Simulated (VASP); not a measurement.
# Al (Fm-3m) in VASP: notebook

The runs below take Al through single point, relaxation of cell and atoms, with r2SCAN.

Everything below comes from runs of VASP 6.6.1. Logs are shortened: lines on timing, memory, paths and dates and some standing lists are left out, and cuts for length are marked.

**1. The cell of the first run**

Symmetry: Fm-3m, No. 225, cubic system. The conventional cell has a = 3.996 Å, b = 3.996 Å, c = 3.996 Å, α = 90.00°, β = 90.00°, γ = 90.00°. Within 3.7 Å of Al (site symmetry m-3m) lie 12 Al at 2.83 Å.

**2. Single point, r2SCAN**

Contents of POSCAR:

```
Al
1.0
    0.0000000000      1.9980883471      1.9980883471
    1.9980883471      0.0000000000      1.9980883471
    1.9980883471      1.9980883471      0.0000000000
Al
1
Direct
    0.0000000000      0.0000000000      0.0000000000
```

Contents of INCAR.step1:

```
SYSTEM = Al
PREC     = Accurate       ! precision mode
ENCUT    = 520            ! plane-wave cutoff, eV
ISMEAR   = -1             ! smearing method
SIGMA    = 0.1            ! smearing width, eV
LREAL    = .FALSE.        ! projectors in reciprocal space
LASPH    = .TRUE.         ! aspherical terms in the spheres
NELM     = 100            ! most SCF steps
NBANDS   = 8              ! bands
GGA      = PE             ! functional
ALGO     = Normal         ! electronic algorithm
EDIFF    = 1E-4           ! SCF threshold, eV
LWAVE    = .TRUE.         ! write WAVECAR
LCHARG   = .FALSE.        ! write CHGCAR
```

Contents of INCAR.step2:

```
SYSTEM = Al
PREC     = Accurate       ! precision mode
ENCUT    = 520            ! plane-wave cutoff, eV
EDIFF    = 1E-6           ! SCF threshold, eV
ISMEAR   = -1             ! smearing method
SIGMA    = 0.1            ! smearing width, eV
LREAL    = .FALSE.        ! projectors in reciprocal space
LASPH    = .TRUE.         ! aspherical terms in the spheres
NELM     = 100            ! most SCF steps
ALGO     = Normal         ! electronic algorithm
ISIF     = 2              ! what is computed and relaxed
LWAVE    = .FALSE.        ! write WAVECAR
LCHARG   = .FALSE.        ! write CHGCAR
METAGGA  = R2SCAN         ! meta-GGA
LMIXTAU  = .TRUE.       
NBANDS   = 8              ! bands
ISTART   = 1
```

Contents of KPOINTS:

```
regular mesh
0
G
  9 9 9
  0 0 0
```

Potentials or basis: VASP PAW PBE potentials, release 64 (Al).

Command:

```
$ cat potpaw_PBE.64/Al/POTCAR > POTCAR
$ cp INCAR.step1 INCAR
$ mpirun -np 1 vasp_std > vasp.out
$ cp INCAR.step2 INCAR
$ mpirun -np 1 vasp_std > vasp.out
```

OUTCAR:

```text
SYSTEM = Al
   PREC = Accurate
   ENCUT = 520
   EDIFF = 1E-6
   ISMEAR = -1
   LREAL = .FALSE.
   LASPH = .TRUE.
   NELM = 100
   ISIF = 2
   METAGGA = R2SCAN
   ISTART = 1

 ion  position               nearest neighbor table
   1  0.000  0.000  0.000-

  LATTYP: Found a face centered cubic cell.
 ALAT       =     3.9961766942

  Lattice vectors:

 A1 = (   0.0000000000,   1.9980883471,   1.9980883471)
 A2 = (   1.9980883471,   0.0000000000,   1.9980883471)
 A3 = (   1.9980883471,   1.9980883471,   0.0000000000)

Analysis of symmetry for initial positions (statically):
=====================================================================
 Subroutine PRICEL returns:
 Original cell was already a primitive cell.

 Routine SETGRP: Setting up the symmetry group for a
 face centered cubic supercell.

 Subroutine GETGRP returns: Found 48 space group operations
 (whereof 48 operations were pure point group operations)
 out of a pool of 48 trial point group operations.

The static configuration has the point symmetry O_h .

Analysis of symmetry for dynamics (positions and initial velocities):
=====================================================================
 Subroutine PRICEL returns:
 Original cell was already a primitive cell.

 Routine SETGRP: Setting up the symmetry group for a
 face centered cubic supercell.

 Subroutine GETGRP returns: Found 48 space group operations
 (whereof 48 operations were pure point group operations)
 out of a pool of 48 trial point group operations.

The dynamic configuration has the point symmetry O_h .

 Subroutine INISYM returns: Found 48 space group operations
 (whereof 48 operations are pure point group operations),
 and found     1 'primitive' translations

----------------------------------------------------------------------------------------

                                     Primitive cell

  volume of cell :      15.9542

  direct lattice vectors                    reciprocal lattice vectors
     0.000000000  1.998088347  1.998088347    -0.250239185  0.250239185  0.250239185
     1.998088347  0.000000000  1.998088347     0.250239185 -0.250239185  0.250239185
     1.998088347  1.998088347  0.000000000     0.250239185  0.250239185 -0.250239185

  length of vectors
     2.825723639  2.825723639  2.825723639     0.433426983  0.433426983  0.433426983

  position of ions in fractional coordinates (direct lattice)
     0.000000000  0.000000000  0.000000000

  ion indices of the primitive-cell ions
   primitive index   ion index
                 1           1

----------------------------------------------------------------------------------------

 KPOINTS: regular mesh

Automatic generation of k-mesh.
 Grid dimensions read from file:
 generate k-points for:    9    9    9

 Generating k-lattice:

  Cartesian coordinates                     Fractional coordinates (reciprocal lattice)
    -0.027804354  0.027804354  0.027804354     0.111111111  0.000000000  0.000000000
     0.027804354 -0.027804354  0.027804354     0.000000000  0.111111111  0.000000000
     0.027804354  0.027804354 -0.027804354     0.000000000  0.000000000  0.111111111

  Length of vectors
     0.048158554  0.048158554  0.048158554

  Shift w.r.t. Gamma in fractional coordinates (k-lattice)
     0.000000000  0.000000000  0.000000000

 Subroutine IBZKPT returns following result:
 ===========================================

 Found     35 irreducible k-points:

 Following reciprocal coordinates:
            Coordinates               Weight
  0.000000  0.000000  0.000000      1.000000
  0.111111  0.000000  0.000000      8.000000
  0.222222  0.000000  0.000000      8.000000
  0.333333  0.000000  0.000000      8.000000
  0.444444  0.000000  0.000000      8.000000
  0.111111  0.111111  0.000000      6.000000
[... 16 lines left out ...]
 -0.333333  0.333333  0.000000     12.000000
  0.444444  0.444444  0.000000      6.000000
 [... further k-points ...]
   k-points           NKPTS =     35   k-points in BZ     NKDIM =     35   number of bands    NBANDS=      8
   number of dos      NEDOS =    301   number of ions     NIONS =      1
   total plane-waves  NPLWV =  13824
   dimension x,y,z NGX =    24 NGY =   24 NGZ =   24
   dimension x,y,z NGXF=    48 NGYF=   48 NGZF=   48
   ions per type =               1
   NGX,Y,Z   is equivalent  to a cutoff of  14.12, 14.12, 14.12 a.u.
   NGXF,Y,Z  is equivalent  to a cutoff of  28.24, 28.24, 28.24 a.u.
 SYSTEM =  Al
   PREC   = accura    normal or accurate (medium, high low for compatibility)
   ISTART =      1    job   : 0-new  1-cont  2-samecut
   ICHARG =      0    charge: 1-file 2-atom 10-const
   ISPIN  =      1    spin polarized calculation?
   LNONCOLLINEAR =      F non collinear calculations
   LSORBIT =      F    spin-orbit coupling
   LASPH  =      T    aspherical Exc in radial PAW
   ENCUT  =  520.0 eV  38.22 Ry    6.18 a.u.   5.25  5.25  5.25*2*pi/ulx,y,z
   NELM   =    100;   NELMIN=  2; NELMDL=  0     # of ELM steps
   EDIFF  = 0.1E-05   stopping-criterion for ELM
   LREAL  =      F    real-space projection
   EDIFFG = 0.1E-04   stopping-criterion for IOM
   NSW    =      0    number of steps for IOM
   IBRION =     -1    ionic relax: 0-MD 1-quasi-New 2-CG
   NFREE  =      0    steps in history (QN), initial steepest desc. (CG)
   ISIF   =      2    stress and relaxation
   ISYM   =      2    0-nonsym 1-usesym 2-fastsym
   POTIM  = 0.5000    time-step for ionic-motion
   TEBEG  =    0.0;   TEEND  =   0.0 temperature during run
   PSTRESS=    0.0 pullay stress
   NELECT =       3.0000    total number of electrons
   NUPDOWN=      -1.0000    fix difference up-down
   EMIN   =  10.00;   EMAX   =-10.00  energy-range for DOS
   EFERMI =   0.00;   METHOD = LEGACY
   ISMEAR =    -1;   SIGMA  =   0.10  broadening in eV -4-tet -1-fermi 0-gaus
   EFERMI_NEDOS =   21; number of points for ismear=-14 and -15
   IALGO  =     38    algorithm
   IMIX   =      4    mixing-type and parameters
     AMIX     =   0.40;   BMIX     =  1.00
     AMIX_MAG =   1.60;   BMIX_MAG =  1.00
  volume/ion in A,a.u.               =      15.95       107.66
  Fermi-wavevector in a.u.,A,eV,Ry     =   0.937901  1.772377 11.968490  0.879659
  Thomas-Fermi vector in A             =   2.065059
   LORBIT       =      0    0 simple, 1 ext, 2 COOP (PROOUT), +10 PAW based schemes
   METAGGA = R2SCAN    functional components
   LHFCALC =     F    Hartree Fock is set to
   AEXX    =    0.0000 exact exchange contribution
   IVDW    =     0    specifies the selected vdW correction
   LEPSILON=     F    determine dielectric tensor
   LRPA    =     F    only Hartree local field effects (RPA)
 non-spin polarized calculation
  energy-cutoff  :      520.00
  volume of cell :       15.95
 maximum number of plane-waves:       440
 NGX is ok and might be reduce to    24
   NGX = 11   NGY = 11   NGZ = 11

 number of electron       3.0000000 magnetization

 Free energy of the ion-electron system (eV)
  ---------------------------------------------------
  ext. energy  EPLUGINS =         0.00000000
  ---------------------------------------------------
  free energy    TOTEN  =        -6.71400123 eV

  energy without entropy =       -6.69588804  energy(sigma->0) =       -6.70494464

 E-fermi :   8.3710     XC(G=0): -11.0307

 val. band max:        8.3557202884   @ k =  -0.3333   0.4444   0.1111
 cond. band min:       8.6617577554   @ k =  -0.4444   0.4444   0.1111
 fundamental gap:      0.3060374670
 Fermi energy:         8.3709752373

 k-point     1 :       0.0000    0.0000    0.0000
  band No.  band energies     occupation
      1      -3.7063      2.00000
      2      21.8849      0.00000
      3      21.8849      0.00000
      4      21.8849      0.00000
      5      24.0618      0.00000
      6      24.0618      0.00000
      7      24.0618      0.00000
      8      25.9804      0.00000

 k-point     2 :       0.1111    0.0000    0.0000
  band No.  band energies     occupation
      1      -3.3420      2.00000
      2      17.9744      0.00000
      3      21.1456      0.00000
      4      21.1456      0.00000
      5      24.4991      0.00000
      6      25.3625      0.00000
      7      25.3625      0.00000
      8      27.7023      0.00000

 k-point     3 :       0.2222    0.0000    0.0000
  band No.  band energies     occupation
      1      -2.2549      2.00000
      2      13.2272      0.00000
      3      20.3650      0.00000
      4      20.3650      0.00000
      5      24.0814      0.00000
      6      25.0057      0.00000
      7      25.0057      0.00000
      8      28.1381      0.00000

 k-point     4 :       0.3333    0.0000    0.0000
  band No.  band energies     occupation
      1      -0.4619      2.00000
      2       8.9180      0.00839
      3      20.1014      0.00000
      4      20.1014      0.00000
      5      22.9346      0.00000
      6      22.9346      0.00000
      7      23.9522      0.00000
      8      27.2594      0.00000

 k-point     5 :       0.4444    0.0000    0.0000
  band No.  band energies     occupation
      1       2.0018      2.00000
      2       5.1846      2.00000
      3      20.3967      0.00000
      4      20.3967      0.00000
      5      21.4352      0.00000
      6      21.4352      0.00000
      7      24.3422      0.00000
      8      25.6601      0.00000

 k-point     6 :       0.1111    0.1111    0.0000
  band No.  band energies     occupation
      1      -3.2208      2.00000
      2      19.5084      0.00000
      3      19.5084      0.00000
      4      19.5539      0.00000
      5      23.0255      0.00000
      6      24.9928      0.00000
      7      27.1439      0.00000
      8      27.1439      0.00000

 k-point     7 :       0.2222    0.1111    0.0000
  band No.  band energies     occupation
      1      -2.3753      2.00000
      2      14.9913      0.00000
      3      18.4199      0.00000
      4      19.8969      0.00000
      5      22.1146      0.00000
      6      23.8676      0.00000
      7      27.4717      0.00000
      8      28.2100      0.00000
[... 133 lines left out ...]
 k-point    20 :       0.3333    0.3333    0.0000
  band No.  band energies     occupation
      1       0.5999      2.00000
      2      13.1046      0.00000
      3      14.9219      0.00000
      4      15.4588      0.00000
      5      15.4588      0.00000
      6      19.6109      0.00000
      7      33.1715      0.00000
      8      34.8408      0.00000

 k-point    21 :       0.4444    0.3333    0.0000
  band No.  band energies     occupation
      1       2.3458      2.00000
      2      10.6796      0.00000
      3      11.5649      0.00000
      4      15.1548      0.00000
      5      16.5238      0.00000
      6      20.9426      0.00000
      7      32.4404      0.00000
      8      34.9811      0.00000

 k-point    22 :      -0.4444    0.3333    0.0000
  band No.  band energies     occupation
      1       4.7053      2.00000
      2       7.7725      1.99498
      3       9.3157      0.00016
      4      15.4683      0.00000
      5      17.1930      0.00000
      6      24.5567      0.00000
      7      31.1866      0.00000
      8      33.6800      0.00000

 k-point    23 :      -0.3333    0.3333    0.0000
  band No.  band energies     occupation
      1       4.7547      2.00000
      2       7.1312      1.99999
      3       8.9467      0.00630
      4      16.4014      0.00000
      5      18.3190      0.00000
      6      28.7592      0.00000
      7      30.1853      0.00000
      8      30.4936      0.00000

 k-point    24 :       0.4444    0.4444    0.0000
  band No.  band energies     occupation
      1       3.8013      2.00000
      2       8.2432      1.56397
      3      13.9631      0.00000
      4      14.6418      0.00000
      5      14.6418      0.00000
      6      18.7407      0.00000
      7      35.3949      0.00000
      8      37.0526      0.00000

 [... further k-points ...]
[... 5 lines left out ...]
  --------------------------------------------------------------------------------------
  -------------------------------------------------------------------------------------
  Total       -0.0321672     -0.0321672     -0.0321672      0.0000000      0.0000000     -0.0000000
  in kB       -3.2303477     -3.2303477     -3.2303477      0.0000000      0.0000000     -0.0000000
  external PRESSURE =      -3.2303477 kB  Pullay stress =       0.0000000 kB

 VOLUME and BASIS-vectors are now :
 -----------------------------------------------------------------------------
  energy-cutoff  :      520.00
  volume of cell :       15.95
      direct lattice vectors                 reciprocal lattice vectors
     0.000000000  1.998088347  1.998088347    -0.250239185  0.250239185  0.250239185
     1.998088347  0.000000000  1.998088347     0.250239185 -0.250239185  0.250239185
     1.998088347  1.998088347  0.000000000     0.250239185  0.250239185 -0.250239185

 POSITION                                       TOTAL-FORCE (eV/Angst)
 -----------------------------------------------------------------------------------
      0.00000      0.00000      0.00000         0.000000      0.000000      0.000000
 -----------------------------------------------------------------------------------
    total drift:                               -0.000000      0.000000     -0.000000

  FREE ENERGIE OF THE ION-ELECTRON SYSTEM (eV)
  ---------------------------------------------------
  free  energy   TOTEN  =        -6.7140012278 eV

  energy  without entropy=       -6.6958880437  energy(sigma->0) =       -6.70494464
```

Run time: 24 s. Hardware: 1 thread of Intel Xeon Platinum 8259CL at 2.50GHz (Skylake/Cascade Lake), shared host; peak memory 0.14 GiB.

Results:

```yaml
Free_energy: -6.7140 eV
Pressure: -0.3 GPa
```

Caveat: the PAW data sets were made with another functional, which shifts forces and pressure a little.

**3. Relaxation of cell and atoms, r2SCAN**

This run uses another cell than the first one, of 16.60 Å³/atom, 1.041 times its volume.

Contents of POSCAR:

```
Al
1.0
    0.0000000000      2.0248050000      2.0248050000
    2.0248050000      0.0000000000      2.0248050000
    2.0248050000      2.0248050000      0.0000000000
Al
1
Direct
    0.0000000000      0.0000000000      0.0000000000
```

Contents of INCAR.step1:

```
SYSTEM = Al
ALGO = Normal
EDIFF = 1E-4
ENCUT = 600
GGA = PE
ISMEAR = -1
LASPH = .True.
LCHARG = .False.
LREAL = .False.
LWAVE = .True.
NELM = 80
PREC = Accurate
SIGMA = 0.1
```

Contents of INCAR.step2:

```
SYSTEM = Al
ALGO = Normal
EDIFF = 1E-7
EDIFFG = -0.02
ENCUT = 600
IBRION = 2
ISIF = 3
ISMEAR = -1
ISTART = 1
LASPH = .True.
LCHARG = .False.
LMIXTAU = .True.
LREAL = .False.
LWAVE = .False.
METAGGA = R2SCAN
NELM = 80
NSW = 50
PREC = Accurate
SIGMA = 0.1
```

Contents of KPOINTS:

```
k-points
0
Gamma
  9 9 9
  0 0 0
```

Potentials or basis: VASP PAW PBE potentials, release 64 (Al).

Command:

```
$ cat potpaw_PBE.64/Al/POTCAR > POTCAR
$ cp INCAR.step1 INCAR
$ mpirun -np 1 vasp_std > vasp.out
$ cp INCAR.step2 INCAR
$ mpirun -np 1 vasp_std > vasp.out
```

Wall time 34 s (1 thread of Intel Xeon Platinum 8259CL at 2.50GHz (Skylake/Cascade Lake), shared host); peak memory 0.14 GiB.

The run converged. Its results:

- Free energy: -6.7140 eV
- Relaxed volume: 15.89 Å³/atom
- Relaxed cell: a = 2.822 Å, b = 2.822 Å, c = 2.822 Å, α = 60.00°, β = 60.00°, γ = 60.00°
- Space group after relaxing (to 0.05 Å): Fm-3m (No. 225)
- Energy gained by relaxing: 8.4 meV/atom
- Ionic steps: 3
- Pressure after relaxing: 0.0 GPa

The path:
```csv
step,energy change (eV),largest force (eV/Å),pressure (GPa),volume (Å³)
1,0.0000,0.0000,-3.58,16.60
2,-0.0079,0.0000,1.00,15.73
3,-0.0084,0.0000,0.03,15.89
```

Final structure:
```
Al
1.0
     0.00000    1.99541    1.99541
     1.99541    0.00000    1.99541
     1.99541    1.99541    0.00000
Al
1
Cartesian
  0.0000 0.0000 0.0000
```

Levels at points of the mesh, in eV from the Fermi level:
```tsv
k point	band 1	band 2	band 3	band 4
(0.00, 0.00, 0.00)	-12.11	13.54	13.54	13.54
```

Caveat: the PAW data sets were made with another functional, which shifts forces and pressure a little.
